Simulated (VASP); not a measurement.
# Al (Im-3m) in VASP: notebook

Aim: see how the results for Al move with the level of theory and the settings. Levels: PBE, r2SCAN. Tasks: single point.

All numbers are computed with VASP 6.6.1; they aren't measurements. Logs are shortened: lines on timing, memory, paths and dates and some standing lists are left out, and cuts for length are marked.

### 1 The cell of the first run

Symmetry: Im-3m, No. 229, cubic system. The conventional cell has a = 3.235 Å, b = 3.235 Å, c = 3.235 Å, α = 90.00°, β = 90.00°, γ = 90.00°. Within 3.7 Å of Al (site symmetry m-3m) lie 14 Al at 2.80 to 3.24 Å.

### 2 Single point, PBE

The input, INCAR:

```
SYSTEM = Al
PREC = Accurate ; ENCUT = 520
EDIFF = 1E-6 ; ISMEAR = 0
SIGMA = 0.15 ; LREAL = .FALSE.
LASPH = .TRUE. ; NELM = 100
ALGO = Fast ; ISIF = 2
LWAVE = .FALSE. ; LCHARG = .FALSE.
GGA = PE ; NBANDS = 22
```

The input, KPOINTS:

```
regular mesh
0
G
  14 14 14
  0 0 0
```

The input, POSCAR:

```
Al
1.0
   -3.2350204435     -3.2350204435      3.2350204435
   -3.2350204435      3.2350204435     -3.2350204435
    3.2350204435     -3.2350204435     -3.2350204435
Al
8
Direct
    0.5000000000      0.5000000000      0.5000000000
    0.0000000000      0.5000000000      0.5000000000
    0.5000000000      0.0000000000      0.5000000000
    0.0000000000      0.0000000000      0.5000000000
    0.5000000000      0.5000000000      0.0000000000
    0.0000000000      0.5000000000      0.0000000000
    0.5000000000      0.0000000000      0.0000000000
    0.0000000000      0.0000000000      0.0000000000
```

Potentials or basis: VASP PAW PBE potentials, release 64 (Al).

The run is started by

```bash
cat potpaw_PBE.64/Al/POTCAR > POTCAR
mpirun -np 1 vasp_std > vasp.out
```

OUTCAR:

```text
SYSTEM = Al
   PREC = Accurate
   ENCUT = 520
   EDIFF = 1E-6
   ISMEAR = 0
   LREAL = .FALSE.
   LASPH = .TRUE.
   NELM = 100
   ISIF = 2
   GGA = PE

 ion  position               nearest neighbor table
   1  0.500  0.500  0.500-   2 2.80   3 2.80   5 2.80   8 2.80   5 2.80   3 2.80   2 2.80   8 2.80
                             7 3.24   7 3.24   4 3.24   6 3.24   4 3.24   6 3.24
   2  0.000  0.500  0.500-   1 2.80   4 2.80   6 2.80   7 2.80   6 2.80   4 2.80   1 2.80   7 2.80
                             5 3.24   8 3.24   8 3.24   5 3.24   3 3.24   3 3.24
   3  0.500  0.000  0.500-   1 2.80   4 2.80   6 2.80   7 2.80   7 2.80   1 2.80   4 2.80   6 2.80
                             5 3.24   5 3.24   8 3.24   8 3.24   2 3.24   2 3.24
   4  0.000  0.000  0.500-   2 2.80   3 2.80   5 2.80   8 2.80   8 2.80   2 2.80   3 2.80   5 2.80
                             7 3.24   6 3.24   1 3.24   7 3.24   1 3.24   6 3.24
   5  0.500  0.500  0.000-   1 2.80   4 2.80   6 2.80   7 2.80   1 2.80   7 2.80   6 2.80   4 2.80
                             2 3.24   3 3.24   8 3.24   2 3.24   8 3.24   3 3.24
   6  0.000  0.500  0.000-   2 2.80   3 2.80   5 2.80   8 2.80   2 2.80   8 2.80   5 2.80   3 2.80
                             7 3.24   4 3.24   4 3.24   1 3.24   7 3.24   1 3.24
   7  0.500  0.000  0.000-   2 2.80   3 2.80   5 2.80   8 2.80   3 2.80   5 2.80   8 2.80   2 2.80
                             6 3.24   1 3.24   4 3.24   4 3.24   6 3.24   1 3.24
   8  0.000  0.000  0.000-   1 2.80   4 2.80   6 2.80   7 2.80   4 2.80   6 2.80   7 2.80   1 2.80
                             3 3.24   2 3.24   2 3.24   3 3.24   5 3.24   5 3.24

  LATTYP: Found a body centered cubic cell.
 ALAT       =     6.4700408870

  Lattice vectors:

 A1 = (  -3.2350204435,  -3.2350204435,   3.2350204435)
 A2 = (  -3.2350204435,   3.2350204435,  -3.2350204435)
 A3 = (   3.2350204435,  -3.2350204435,  -3.2350204435)

Analysis of symmetry for initial positions (statically):
=====================================================================
 Subroutine PRICEL returns following result:

  LATTYP: Found a body centered cubic cell.
 ALAT       =     3.2350204435

  Lattice vectors:

 A1 = (  -1.6175102217,  -1.6175102217,   1.6175102217)
 A2 = (  -1.6175102217,   1.6175102217,  -1.6175102217)
 A3 = (   1.6175102217,  -1.6175102217,  -1.6175102217)

   8 primitive cells build up your supercell.

 Routine SETGRP: Setting up the symmetry group for a
 body centered cubic supercell.

 Subroutine GETGRP returns: Found 48 space group operations
 (whereof 48 operations were pure point group operations)
 out of a pool of 48 trial point group operations.

The static configuration has the point symmetry O_h .

Analysis of symmetry for dynamics (positions and initial velocities):
=====================================================================
 Subroutine PRICEL returns following result:

  LATTYP: Found a body centered cubic cell.
 ALAT       =     3.2350204435

  Lattice vectors:

 A1 = (  -1.6175102217,  -1.6175102217,   1.6175102217)
 A2 = (  -1.6175102217,   1.6175102217,  -1.6175102217)
 A3 = (   1.6175102217,  -1.6175102217,  -1.6175102217)

   8 primitive cells build up your supercell.

 Routine SETGRP: Setting up the symmetry group for a
 body centered cubic supercell.

 Subroutine GETGRP returns: Found 48 space group operations
 (whereof 48 operations were pure point group operations)
 out of a pool of 48 trial point group operations.

The dynamic configuration has the point symmetry O_h .

 Subroutine INISYM returns: Found 48 space group operations
 (whereof 48 operations are pure point group operations),
 and found     8 'primitive' translations

----------------------------------------------------------------------------------------

                                     Primitive cell

  volume of cell :      16.9278

  direct lattice vectors                    reciprocal lattice vectors
    -1.617510222 -1.617510222  1.617510222    -0.309117057 -0.309117057  0.000000000
    -1.617510222  1.617510222 -1.617510222    -0.309117057  0.000000000 -0.309117057
     1.617510222 -1.617510222 -1.617510222     0.000000000 -0.309117057 -0.309117057

  length of vectors
     2.801609886  2.801609886  2.801609886     0.437157535  0.437157535  0.437157535

  position of ions in fractional coordinates (direct lattice)
     1.000000000  1.000000000  1.000000000

  ion indices of the primitive-cell ions
   primitive index   ion index
                 1           1

----------------------------------------------------------------------------------------

 KPOINTS: regular mesh

Automatic generation of k-mesh.
 Grid dimensions read from file:
 generate k-points for:   14   14   14

 Generating k-lattice:

  Cartesian coordinates                     Fractional coordinates (reciprocal lattice)
    -0.011039895 -0.011039895  0.000000000     0.071428571  0.000000000  0.000000000
    -0.011039895  0.000000000 -0.011039895     0.000000000  0.071428571  0.000000000
     0.000000000 -0.011039895 -0.011039895     0.000000000  0.000000000  0.071428571

  Length of vectors
     0.015612769  0.015612769  0.015612769

  Shift w.r.t. Gamma in fractional coordinates (k-lattice)
     0.000000000  0.000000000  0.000000000

 Subroutine IBZKPT returns following result:
 ===========================================

 Found    104 irreducible k-points:

 Following reciprocal coordinates:
            Coordinates               Weight
  0.000000  0.000000  0.000000      1.000000
  0.071429  0.000000  0.000000     12.000000
  0.142857  0.000000  0.000000     12.000000
  0.214286  0.000000  0.000000     12.000000
  0.285714  0.000000  0.000000     12.000000
  0.357143  0.000000  0.000000     12.000000
[... 16 lines left out ...]
  0.285714  0.285714 -0.000000     24.000000
  0.357143  0.285714  0.000000     24.000000
 [... further k-points ...]
   k-points           NKPTS =    104   k-points in BZ     NKDIM =    104   number of bands    NBANDS=     22
   number of dos      NEDOS =    301   number of ions     NIONS =      8
   total plane-waves  NPLWV =  74088
   dimension x,y,z NGX =    42 NGY =   42 NGZ =   42
   dimension x,y,z NGXF=    84 NGYF=   84 NGZF=   84
   ions per type =               8
   NGX,Y,Z   is equivalent  to a cutoff of  12.46, 12.46, 12.46 a.u.
   NGXF,Y,Z  is equivalent  to a cutoff of  24.92, 24.92, 24.92 a.u.
 SYSTEM =  Al
   PREC   = accura    normal or accurate (medium, high low for compatibility)
   ISTART =      0    job   : 0-new  1-cont  2-samecut
   ICHARG =      2    charge: 1-file 2-atom 10-const
   ISPIN  =      1    spin polarized calculation?
   LNONCOLLINEAR =      F non collinear calculations
   LSORBIT =      F    spin-orbit coupling
   LASPH  =      T    aspherical Exc in radial PAW
   ENCUT  =  520.0 eV  38.22 Ry    6.18 a.u.  10.42 10.42 10.42*2*pi/ulx,y,z
   NELM   =    100;   NELMIN=  2; NELMDL= -5     # of ELM steps
   EDIFF  = 0.1E-05   stopping-criterion for ELM
   LREAL  =      F    real-space projection
   EDIFFG = 0.1E-04   stopping-criterion for IOM
   NSW    =      0    number of steps for IOM
   IBRION =     -1    ionic relax: 0-MD 1-quasi-New 2-CG
   NFREE  =      0    steps in history (QN), initial steepest desc. (CG)
   ISIF   =      2    stress and relaxation
   ISYM   =      2    0-nonsym 1-usesym 2-fastsym
   POTIM  = 0.5000    time-step for ionic-motion
   TEBEG  =    0.0;   TEEND  =   0.0 temperature during run
   PSTRESS=    0.0 pullay stress
   NELECT =      24.0000    total number of electrons
   NUPDOWN=      -1.0000    fix difference up-down
   EMIN   =  10.00;   EMAX   =-10.00  energy-range for DOS
   EFERMI =   0.00;   METHOD = LEGACY
   ISMEAR =     0;   SIGMA  =   0.15  broadening in eV -4-tet -1-fermi 0-gaus
   EFERMI_NEDOS =   21; number of points for ismear=-14 and -15
   IALGO  =     68    algorithm
   IMIX   =      4    mixing-type and parameters
     AMIX     =   0.40;   BMIX     =  1.00
     AMIX_MAG =   1.60;   BMIX_MAG =  1.00
  volume/ion in A,a.u.               =      16.93       114.23
  Fermi-wavevector in a.u.,A,eV,Ry     =   0.919563  1.737722 11.505037  0.845596
  Thomas-Fermi vector in A             =   2.044771
   LORBIT       =      0    0 simple, 1 ext, 2 COOP (PROOUT), +10 PAW based schemes
   GGA     = PE    functional components
   LHFCALC =     F    Hartree Fock is set to
   AEXX    =    0.0000 exact exchange contribution
   IVDW    =     0    specifies the selected vdW correction
   LEPSILON=     F    determine dielectric tensor
   LRPA    =     F    only Hartree local field effects (RPA)
 non-spin polarized calculation
 RMM-DIIS sequential band-by-band and
 Gauss-broadening in eV      SIGMA  =   0.15
  energy-cutoff  :      520.00
  volume of cell :      135.42
 maximum number of plane-waves:      3670
 NGX is ok and might be reduce to    42

 number of electron      24.0000000 magnetization

 Free energy of the ion-electron system (eV)
  ---------------------------------------------------
  ext. energy  EPLUGINS =         0.00000000
  ---------------------------------------------------
  free energy    TOTEN  =       -29.22225694 eV

  energy without entropy =      -29.18361767  energy(sigma->0) =      -29.20293731

 E-fermi :   7.7268     XC(G=0): -10.1087

 val. band max:        7.7200337204   @ k =   0.4286   0.1429   0.0000
 cond. band min:       7.7320462415   @ k =  -0.3571   0.3571   0.2143
 fundamental gap:      0.0120125211
 Fermi energy:         7.7268158658

 k-point     1 :       0.0000    0.0000    0.0000
  band No.  band energies     occupation
      1      -3.2182      2.00000
      2       3.5136      2.00000
      3       3.5136      2.00000
      4       3.5136      2.00000
      5       3.5136      2.00000
      6       3.5136      2.00000
[... 14 lines left out ...]
     21      15.7089      0.00000
     22      15.7139      0.00000

 k-point     2 :       0.0714    0.0000    0.0000
  band No.  band energies     occupation
      1      -3.1821      2.00000
      2       2.7528      2.00000
      3       3.2204      2.00000
      4       3.2204      2.00000
      5       3.2204      2.00000
      6       3.2204      2.00000
[... 14 lines left out ...]
     21      15.0809      0.00000
     22      15.0809      0.00000

 k-point     3 :       0.1429    0.0000    0.0000
  band No.  band energies     occupation
      1      -3.0738      2.00000
      2       1.8906      2.00000
      3       2.8564      2.00000
      4       2.8564      2.00000
      5       2.8564      2.00000
      6       2.8564      2.00000
[... 14 lines left out ...]
     21      14.0306      0.00000
     22      14.0342      0.00000

 k-point     4 :       0.2143    0.0000    0.0000
  band No.  band energies     occupation
      1      -2.8935      2.00000
      2       1.0875      2.00000
      3       2.5492      2.00000
      4       2.5492      2.00000
      5       2.5492      2.00000
      6       2.5492      2.00000
[... 14 lines left out ...]
     21      12.9125      0.00000
     22      13.3915      0.00000

 k-point     5 :       0.2857    0.0000    0.0000
  band No.  band energies     occupation
      1      -2.6415      2.00000
      2       0.3495      2.00000
      3       2.3079      2.00000
      4       2.3079      2.00000
      5       2.3079      2.00000
      6       2.3079      2.00000
[... 417 lines left out ...]
 k-point    22 :       0.3571    0.2143    0.0000
  band No.  band energies     occupation
      1      -1.4592      2.00000
      2      -0.9605      2.00000
      3       0.0320      2.00000
      4       1.5077      2.00000
      5       2.9666      2.00000
      6       3.9270      2.00000
[... 14 lines left out ...]
     21      11.5800      0.00000
     22      12.1124      0.00000

 k-point    23 :       0.2857    0.2857   -0.0000
  band No.  band energies     occupation
      1      -1.4949      2.00000
      2      -0.4989      2.00000
      3      -0.4989      2.00000
      4       1.4727      2.00000
      5       3.4141      2.00000
      6       3.4141      2.00000
[... 14 lines left out ...]
     21      11.4424      0.00000
     22      12.8676      0.00000

 k-point    24 :       0.3571    0.2857    0.0000
  band No.  band energies     occupation
      1      -1.0316      2.00000
      2      -1.0316      2.00000
      3      -0.5343      2.00000
      4       1.4378      2.00000
      5       3.3802      2.00000
      6       3.8603      2.00000
[... 14 lines left out ...]
     21      12.1495      0.00000
     22      12.3094      0.00000

 [... further k-points ...]
[... 5 lines left out ...]
  --------------------------------------------------------------------------------------
  -------------------------------------------------------------------------------------
  Total       -0.0350787     -0.0350787     -0.0350787     -0.0000000     -0.0000000     -0.0000000
  in kB       -0.4150143     -0.4150143     -0.4150143     -0.0000000     -0.0000000     -0.0000000
  external PRESSURE =      -0.4150143 kB  Pullay stress =       0.0000000 kB

 VOLUME and BASIS-vectors are now :
 -----------------------------------------------------------------------------
  energy-cutoff  :      520.00
  volume of cell :      135.42
      direct lattice vectors                 reciprocal lattice vectors
    -3.235020443 -3.235020443  3.235020443    -0.154558529 -0.154558529  0.000000000
    -3.235020443  3.235020443 -3.235020443    -0.154558529  0.000000000 -0.154558529
     3.235020443 -3.235020443 -3.235020443     0.000000000 -0.154558529 -0.154558529

 POSITION                                       TOTAL-FORCE (eV/Angst)
 -----------------------------------------------------------------------------------
     -1.61751     -1.61751     -1.61751         0.000000      0.000000     -0.000000
      0.00000      0.00000     -3.23502         0.000000      0.000000     -0.000000
      0.00000     -3.23502      0.00000         0.000000      0.000000     -0.000000
      1.61751     -1.61751     -1.61751         0.000000      0.000000     -0.000000
     -3.23502      0.00000      0.00000        -0.000000     -0.000000      0.000000
     -1.61751      1.61751     -1.61751         0.000000     -0.000000      0.000000
     -1.61751     -1.61751      1.61751        -0.000000     -0.000000      0.000000
      0.00000      0.00000      0.00000        -0.000000     -0.000000      0.000000
 -----------------------------------------------------------------------------------
    total drift:                                0.000000     -0.000000     -0.000000

  FREE ENERGIE OF THE ION-ELECTRON SYSTEM (eV)
  ---------------------------------------------------
  free  energy   TOTEN  =       -29.2222569445 eV

  energy  without entropy=      -29.1836176674  energy(sigma->0) =      -29.20293731
```

It took 11 min on 1 thread of AMD EPYC 7R13 (Zen 3), shared host; peak memory 0.35 GiB.

Results:

```yaml
Free_energy: -29.2223 eV
Pressure: 0.0 GPa
Band_gap_on_the_k_mesh: zero (band 12 reaches 9.36 eV, above the bottom of band 13 at 3.90 eV)
```

### 3 Single point, PBE

This run uses another cell than the first one: it holds 1 atom, not 8.

The input, INCAR:

```
PREC     = Accurate       # precision mode
ENCUT    = 500            # plane-wave cutoff, eV
EDIFF    = 1E-6           # SCF threshold, eV
ISMEAR   = 0              # smearing method
SIGMA    = 0.15           # smearing width, eV
LREAL    = F              # projectors in reciprocal space
LASPH    = T              # aspherical terms in the spheres
NELM     = 120            # most SCF steps
ALGO     = Normal         # electronic algorithm
ISIF     = 2              # what is computed and relaxed
LWAVE    = F              # write WAVECAR
LCHARG   = F              # write CHGCAR
GGA      = PE             # functional
NBANDS   = 8              # bands
GGA_COMPAT= F
```

The input, KPOINTS:

```
regular mesh
0
Gamma
  14 14 14
```

The input, POSCAR:

```
Al
1.0
   -1.6175102217      1.6175102217      1.6175102217
    1.6175102217     -1.6175102217      1.6175102217
    1.6175102217      1.6175102217     -1.6175102217
Al
1
Direct
    0.0000000000      0.0000000000      0.0000000000
```

Potentials or basis: VASP PAW PBE potentials, release 64 (Al).

The run is started by

```bash
cat potpaw_PBE.64/Al/POTCAR > POTCAR
mpirun -np 1 vasp_std > vasp.out
```

It took 14 s on 1 thread of Intel Xeon 8259CL, shared host; peak memory 0.12 GiB.

It converged, with:

```
Free energy : -3.6571 eV
Pressure    : 0.1 GPa
```

Levels at points of the mesh, in eV from the Fermi level:
| k point | band 1 | band 2 | band 3 | band 4 | band 5 | band 6 |
| --- | --- | --- | --- | --- | --- | --- |
| (0.00, 0.00, 0.00) | -10.97 | 13.10 | 13.10 | 13.10 | 14.32 | 14.32 |
| (0.50, 0.00, 0.00) | -4.24 | -3.85 | 7.96 | 8.20 | 9.79 | 11.19 |
| (0.50, 0.50, 0.50) | 1.81 | 1.81 | 1.81 | 3.01 | 3.01 | 5.27 |

### 4 Single point, r2SCAN

This run uses another cell than the first one: it holds 2 atoms, not 8.

The input, POSCAR:

```
Al
1.0
    0.0000000000     -3.2350204435      0.0000000000
   -3.2350204435      0.0000000000      0.0000000000
    0.0000000000      0.0000000000     -3.2350204435
Al
2
Direct
    0.5000000000      0.5000000000      0.5000000000
    0.0000000000      0.0000000000      0.0000000000
```

The input, INCAR.step1:

```
SYSTEM = Al
PREC     = Accurate       ! precision mode
ENCUT    = 550            ! plane-wave cutoff, eV
ISMEAR   = 0              ! smearing method
SIGMA    = 0.15           ! smearing width, eV
LREAL    = .FALSE.        ! projectors in reciprocal space
LASPH    = .TRUE.         ! aspherical terms in the spheres
NELM     = 120            ! most SCF steps
NBANDS   = 10             ! bands
GGA      = PE             ! functional
ALGO     = Normal         ! electronic algorithm
EDIFF    = 1E-5           ! SCF threshold, eV
LWAVE    = .TRUE.         ! write WAVECAR
LCHARG   = .FALSE.        ! write CHGCAR
GGA_COMPAT= .FALSE.
```

The input, INCAR.step2:

```
SYSTEM = Al
PREC     = Accurate       ! precision mode
ENCUT    = 550            ! plane-wave cutoff, eV
EDIFF    = 1E-6           ! SCF threshold, eV
ISMEAR   = 0              ! smearing method
SIGMA    = 0.15           ! smearing width, eV
LREAL    = .FALSE.        ! projectors in reciprocal space
LASPH    = .TRUE.         ! aspherical terms in the spheres
NELM     = 120            ! most SCF steps
ALGO     = Normal         ! electronic algorithm
ISIF     = 2              ! what is computed and relaxed
LWAVE    = .FALSE.        ! write WAVECAR
LCHARG   = .FALSE.        ! write CHGCAR
METAGGA  = R2SCAN         ! meta-GGA
LMIXTAU  = .TRUE.       
NBANDS   = 10             ! bands
ISTART   = 1            
GGA_COMPAT= .FALSE.
```

The input, KPOINTS:

```
regular mesh
0
G
  10 10 10
  0 0 0
```

The run is started by

```bash
cat potpaw_PBE.64/Al/POTCAR > POTCAR
cp INCAR.step1 INCAR
mpirun -np 1 vasp_std > vasp.out
cp INCAR.step2 INCAR
mpirun -np 1 vasp_std > vasp.out
```

Run time: 1.8 min. Hardware: 1 thread of Intel Xeon 8259CL, shared host; peak memory 0.16 GiB.

It converged, with:

- Free energy: -13.2275 eV
- Pressure: -3.3 GPa
- Band gap on the k mesh: zero (band 3 reaches 13.04 eV, above the bottom of band 4 at 3.79 eV)

Levels at points of the mesh, in eV from the Fermi level:
```csv
k point,band 1,band 2,band 3,band 4,band 5,band 6
"(0.00, 0.00, 0.00)",-11.71,1.93,1.93,1.93,2.98,2.98
"(0.50, 0.00, 0.00)",-7.99,-7.99,5.24,5.24,5.24,5.24
"(0.50, 0.50, 0.00)",-4.65,-4.65,-4.01,-4.01,8.59,8.59
"(0.50, 0.50, 0.50)",-1.13,-1.13,-1.13,-1.13,-1.13,-1.13
```

Caveat: the PAW data sets were made with another functional, which shifts forces and pressure a little.

[end of part 1 of 2]
